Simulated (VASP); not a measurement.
Wanted: the native input for a VASP 6.6.1 run.

```
Task                   : single point
Functional             : PBE
Potentials or basis    : VASP PAW PBE potentials, release 64 (Ti_sv, Pt)
Cutoff                 : 500 eV
k mesh                 : 6 × 6 × 6
Occupations            : gaussian, width 0.1 eV
Spin                   : no spin polarisation
Dipole correction      : no
Further INCAR settings : ALGO = Normal; EDIFF = 1e-06; NBANDS = 29
```

The structure of TiPt3 lies in POSCAR:

```
TiPt3
1.0
    3.9481842857      0.0000000000      0.0000000000
    0.0000000000      3.9481842857      0.0000000000
    0.0000000000      0.0000000000      3.9481842857
Ti Pt
1 3
Direct
    0.0000000000      0.0000000000      0.0000000000
    0.0000000000      0.5000000000      0.5000000000
    0.5000000000      0.0000000000      0.5000000000
    0.5000000000      0.5000000000      0.0000000000
```

The input as run:

INCAR

```
SYSTEM = TiPt3
PREC = Accurate ; ENCUT = 500
EDIFF = 1E-6 ; ISMEAR = 0
SIGMA = 0.1 ; LREAL = .False.
LASPH = .True. ; NELM = 120
ALGO = Normal ; ISIF = 2
LWAVE = .False. ; LCHARG = .False.
GGA = PE ; NBANDS = 29
GGA_COMPAT = .False.
```

KPOINTS

```
Automatic mesh
0
Gamma
  6 6 6
  0 0 0
```

Potentials or basis: VASP PAW PBE potentials, release 64 (Ti_sv, Pt).

Run with:

```console
$ cat potpaw_PBE.64/Ti_sv/POTCAR potpaw_PBE.64/Pt/POTCAR > POTCAR
$ mpirun -np 1 vasp_std > vasp.out
```

Results of the run:

```yaml
Pressure: -0.4 GPa
Band_gap_on_the_k_mesh: zero (bands 21 and 22 overlap by 1.76 eV)
```

Caveat: spin-orbit coupling is left out, which moves the levels of the heavy elements.

Wall time 65 s on 1 thread of Intel Xeon 8259CL, on a shared host, peak memory 0.18 GiB.
